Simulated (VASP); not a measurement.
Here is a VASP 6.6.1 calculation.

Contents of INCAR:

```
SYSTEM = BePd
ALGO = Normal ; EDIFF = 1E-8
ENCUT = 520 ; GGA = CA
ISIF = 2 ; ISMEAR = -1
LASPH = .TRUE. ; LCHARG = .FALSE.
LEFG = .TRUE. ; LREAL = .FALSE.
LWAVE = .FALSE. ; NBANDS = 13
NELM = 100 ; PREC = Accurate
SIGMA = 0.08
```

KPOINTS

```
k-points
0
G
  12 12 12
  0 0 0
```

File POSCAR:

```
BePd
1.0
    2.8411300000      0.0000000000      0.0000000000
    0.0000000000      2.8411300000      0.0000000000
    0.0000000000      0.0000000000      2.8130000000
Be Pd
1 1
Direct
    0.0000000000      0.0000000000      0.0000000000
    0.5000000000      0.5000000000      0.5000000000
```

Potentials or basis: VASP PAW LDA potentials, release 64 (Be, Pd).

Launch:

```console
$ cat potpaw_LDA.64/Be/POTCAR potpaw_LDA.64/Pd/POTCAR > POTCAR
$ mpirun -np 1 vasp_std > vasp.out
```

Estimate the band gap on the k mesh.

zero (band 6 reaches 14.11 eV, above the bottom of band 7 at 8.10 eV).

Estimate the pressure.

-10.6 GPa.

Stress tensor (GPa, compression positive):
```
-10.72   0.00   0.00
  0.00 -10.72   0.00
  0.00   0.00 -10.30
```

Caveat: the cell differs from its parent crystal (equal xx and yy strain of +1 %); without QUAD_EFG the Cq values of the log hold for a quadrupole moment of 1 mb, not for the nuclei.
